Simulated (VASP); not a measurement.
# PbO (P6_3/mmc) in VASP: single point with PBE

Aim: the single point of PbO with PBE.

Program: VASP 6.6.1. These are calculated values, not measurements. Logs are shortened: lines on timing, memory, paths and dates and some standing lists are left out, and cuts for length are marked.

## (1) The cell of the first run

Symmetry: P6_3/mmc, No. 194, hexagonal system. Conventional cell: a = 3.618 Å, b = 3.618 Å, c = 6.352 Å, α = 90.00°, β = 90.00°, γ = 120.00°. Pb (site symmetry -6m2) has 6 O at 2.62 Å and 12 Pb at 3.62 to 3.80 Å within 3.9 Å. O (site symmetry -3m) has 6 Pb at 2.62 Å and 8 O at 3.18 to 3.62 Å within 3.7 Å.

## (2) Single point, PBE

The input, POSCAR:

```
PbO
1.0
    3.6181561545      0.0000000000      0.0000000000
   -1.8090780772      3.1334151446      0.0000000000
    0.0000000000      0.0000000000      6.3515547832
Pb O
2 2
Direct
    0.3333333333      0.6666666667      0.2500000000
    0.6666666667      0.3333333333      0.7500000000
    0.0000000000      0.0000000000      0.0000000000
    0.0000000000      0.0000000000      0.5000000000
```

The input, INCAR.step1:

```
PREC     = Accurate       # precision mode
ENCUT    = 520            # plane-wave cutoff, eV
EDIFF    = 1E-6           # SCF threshold, eV
ISMEAR   = 0              # smearing method
SIGMA    = 0.05           # smearing width, eV
LREAL    = False          # projectors in reciprocal space
LASPH    = True           # aspherical terms in the spheres
NELM     = 60             # most SCF steps
ALGO     = Normal         # electronic algorithm
ISIF     = 2              # what is computed and relaxed
LWAVE    = False          # write WAVECAR
LCHARG   = True           # write CHGCAR
GGA      = PE             # functional
NBANDS   = 28             # bands
```

The input, KPOINTS.step1:

```
Automatic mesh
0
Gamma
  10 10 6
```

The input, INCAR.step2:

```
PREC     = Accurate       # precision mode
ENCUT    = 520            # plane-wave cutoff, eV
EDIFF    = 1E-6           # SCF threshold, eV
ISMEAR   = -5             # smearing method
SIGMA    = 0.05           # smearing width, eV
LREAL    = False          # projectors in reciprocal space
LASPH    = True           # aspherical terms in the spheres
NELM     = 60             # most SCF steps
ALGO     = Normal         # electronic algorithm
ISIF     = 2              # what is computed and relaxed
LWAVE    = False          # write WAVECAR
LCHARG   = False          # write CHGCAR
GGA      = PE             # functional
LORBIT   = 10             # projections on sites
NBANDS   = 28             # bands
NEDOS    = 2001           # points of the DOS
ICHARG   = 11             # starting density
```

The input, KPOINTS.step2:

```
Automatic mesh
0
Gamma
  15 15 9
```

Potentials or basis: VASP PAW PBE potentials, release 64 (Pb_d, O).

The run is started by

```
cat potpaw_PBE.64/Pb_d/POTCAR potpaw_PBE.64/O/POTCAR > POTCAR
cp INCAR.step1 INCAR
cp KPOINTS.step1 KPOINTS
mpirun -np 1 vasp_std > vasp.out
cp INCAR.step2 INCAR
cp KPOINTS.step2 KPOINTS
mpirun -np 1 vasp_std > vasp.out
```

OUTCAR:

```text
PREC = Accurate
   ENCUT = 520
   EDIFF = 1E-6
   ISMEAR = -5
   LREAL = False
   LASPH = True
   NELM = 60
   ISIF = 2
   GGA = PE
   LORBIT = 10
   ICHARG = 11

 ion  position               nearest neighbor table
   1  0.333  0.667  0.250-   3 2.62   4 2.62   3 2.62   4 2.62   3 2.62   4 2.62   2 3.80   2 3.80
                             2 3.80   2 3.80   2 3.80   2 3.80
   2  0.667  0.333  0.750-   3 2.62   4 2.62   3 2.62   4 2.62   3 2.62   4 2.62   1 3.80   1 3.80
                             1 3.80   1 3.80   1 3.80   1 3.80
   3  0.000  0.000  0.000-   1 2.62   2 2.62   1 2.62   2 2.62   2 2.62   1 2.62
   4  0.000  0.000  0.500-   1 2.62   2 2.62   1 2.62   2 2.62   2 2.62   1 2.62

  LATTYP: Found a hexagonal cell.
 ALAT       =     3.6181561545
 C/A-ratio  =     1.7554672911

  Lattice vectors:

 A1 = (   3.6181561545,   0.0000000000,   0.0000000000)
 A2 = (  -1.8090780772,   3.1334151446,   0.0000000000)
 A3 = (   0.0000000000,   0.0000000000,   6.3515547832)

Analysis of symmetry for initial positions (statically):
=====================================================================
 Subroutine PRICEL returns:
 Original cell was already a primitive cell.

 Routine SETGRP: Setting up the symmetry group for a
 hexagonal supercell.

 Subroutine GETGRP returns: Found 24 space group operations
 (whereof 12 operations were pure point group operations)
 out of a pool of 24 trial point group operations.

The static configuration has the point symmetry D_3d.
 The point group associated with its full space group is D_6h.

Analysis of symmetry for dynamics (positions and initial velocities):
=====================================================================
 Subroutine PRICEL returns:
 Original cell was already a primitive cell.

 Routine SETGRP: Setting up the symmetry group for a
 hexagonal supercell.

 Subroutine GETGRP returns: Found 24 space group operations
 (whereof 12 operations were pure point group operations)
 out of a pool of 24 trial point group operations.

The dynamic configuration has the point symmetry D_3d.
 The point group associated with its full space group is D_6h.

 Subroutine INISYM returns: Found 24 space group operations
 (whereof 12 operations are pure point group operations),
 and found     1 'primitive' translations

----------------------------------------------------------------------------------------

                                     Primitive cell

  volume of cell :      72.0088

  direct lattice vectors                    reciprocal lattice vectors
[... 103 lines left out ...]
   PSTRESS=    0.0 pullay stress
   NELECT =      40.0000    total number of electrons
   NUPDOWN=      -1.0000    fix difference up-down
   EMIN   =  10.00;   EMAX   =-10.00  energy-range for DOS
   EFERMI =   0.00;   METHOD = LEGACY
   ISMEAR =    -5;   SIGMA  =   0.05  broadening in eV -4-tet -1-fermi 0-gaus
   EFERMI_NEDOS =   21; number of points for ismear=-14 and -15
   IALGO  =     38    algorithm
   IMIX   =      4    mixing-type and parameters
     AMIX     =   0.40;   BMIX     =  1.00
     AMIX_MAG =   1.60;   BMIX_MAG =  1.00
  volume/ion in A,a.u.               =      18.00       121.48
  Fermi-wavevector in a.u.,A,eV,Ry     =   1.345756  2.543111 24.640965  1.811060
  Thomas-Fermi vector in A             =   2.473643
   LORBIT       =     10    0 simple, 1 ext, 2 COOP (PROOUT), +10 PAW based schemes
   GGA     = PE    functional components
   LHFCALC =     F    Hartree Fock is set to
   AEXX    =    0.0000 exact exchange contribution
   IVDW    =     0    specifies the selected vdW correction
   LEPSILON=     F    determine dielectric tensor
   LRPA    =     F    only Hartree local field effects (RPA)
 non-spin polarized calculation
 Fermi weights with tetrahedron method with Bloechl corrections
  energy-cutoff  :      520.00
  volume of cell :       72.01
 maximum number of plane-waves:      1962
 NGX is ok and might be reduce to    28

 number of electron      39.9999993 magnetization

 Free energy of the ion-electron system (eV)
  ---------------------------------------------------
  ext. energy  EPLUGINS =         0.00000000
  ---------------------------------------------------
  free energy    TOTEN  =       -20.58084978 eV

  energy without entropy =      -20.58084978  energy(sigma->0) =      -20.58084978

 E-fermi :   6.5088     XC(G=0): -10.5939

 val. band max:        6.4951487747   @ k =   0.4667   0.0667   0.1111
 cond. band min:       6.5113234920   @ k =   0.4667   0.0667   0.1111
 fundamental gap:      0.0161747174
 Fermi energy:         6.5088147440

 k-point     1 :       0.0000    0.0000    0.0000
  band No.  band energies     occupation
      1     -11.1514      2.00000
      2     -10.4819      2.00000
      3     -10.0706      2.00000
      4     -10.0706      2.00000
      5     -10.0447      2.00000
      6     -10.0447      2.00000
[... 733 lines left out ...]
     27      17.5507      0.00000
     28      17.8894      0.00000

 [... further k-points ...]

------------------------ aborting loop because EDIFF is reached ----------------------------------------

  FORCE on cell =-STRESS in cart. coord.  units (eV):
  Direction    XX          YY          ZZ          XY          YZ          ZX
  --------------------------------------------------------------------------------------
  -------------------------------------------------------------------------------------
  Total       -0.0414835     -0.0414835     -0.0371713     -0.0000000      0.0000000      0.0000000
  in kB       -0.9229981     -0.9229981     -0.8270521     -0.0000000      0.0000000      0.0000000
  external PRESSURE =      -0.8910161 kB  Pullay stress =       0.0000000 kB

 VOLUME and BASIS-vectors are now :
 -----------------------------------------------------------------------------
  energy-cutoff  :      520.00
  volume of cell :       72.01
      direct lattice vectors                 reciprocal lattice vectors
     3.618156154  0.000000000  0.000000000     0.276383870  0.159570302  0.000000000
    -1.809078077  3.133415145  0.000000000     0.000000000  0.319140603  0.000000000
     0.000000000  0.000000000  6.351554783     0.000000000  0.000000000  0.157441766

 POSITION                                       TOTAL-FORCE (eV/Angst)
 -----------------------------------------------------------------------------------
     -0.00000      2.08894      1.58789        -0.000000      0.000000      0.000000
      1.80908      1.04447      4.76367         0.000000     -0.000000      0.000000
      0.00000      0.00000      0.00000        -0.000000      0.000000      0.000000
      0.00000      0.00000      3.17578        -0.000000      0.000000      0.000000
 -----------------------------------------------------------------------------------
    total drift:                               -0.000000      0.000000      0.000000

  FREE ENERGIE OF THE ION-ELECTRON SYSTEM (eV)
  ---------------------------------------------------
  free  energy   TOTEN  =       -20.5808497783 eV

  energy  without entropy=      -20.5808497783  energy(sigma->0) =      -20.58084978

 total charge

# of ion       s       p       d       tot
------------------------------------------
    1        1.490   0.463   9.855  11.808
    2        1.490   0.463   9.855  11.808
    3        1.585   3.295   0.000   4.880
    4        1.585   3.295   0.000   4.880
--------------------------------------------------
tot          6.151   7.516  19.709  33.376
```

OUTCAR.step1:

```text
PREC = Accurate
   ENCUT = 520
   EDIFF = 1E-6
   ISMEAR = 0
   LREAL = False
[... 978 lines left out ...]
     -0.00000      2.08894      1.58789         0.000000     -0.000000     -0.000000
      1.80908      1.04447      4.76367        -0.000000      0.000000      0.000000
      0.00000      0.00000      0.00000        -0.000000     -0.000000     -0.000000
      0.00000      0.00000      3.17578        -0.000000     -0.000000     -0.000000
 -----------------------------------------------------------------------------------
    total drift:                               -0.000000      0.000000      0.000000

  FREE ENERGIE OF THE ION-ELECTRON SYSTEM (eV)
  ---------------------------------------------------
  free  energy   TOTEN  =       -20.5811892295 eV

  energy  without entropy=      -20.5811744208  energy(sigma->0) =      -20.58118183
```

It took 4.4 min on 1 thread of AMD EPYC 7R13 (Zen 3), shared host; peak memory 0.31 GiB.

What came out:

| Quantity | Value |
| --- | --- |
| Valence electrons inside the program's atomic spheres | Pb 11.81; O 4.88 |

Caveat: spin-orbit coupling is left out, which moves the levels of the heavy elements.
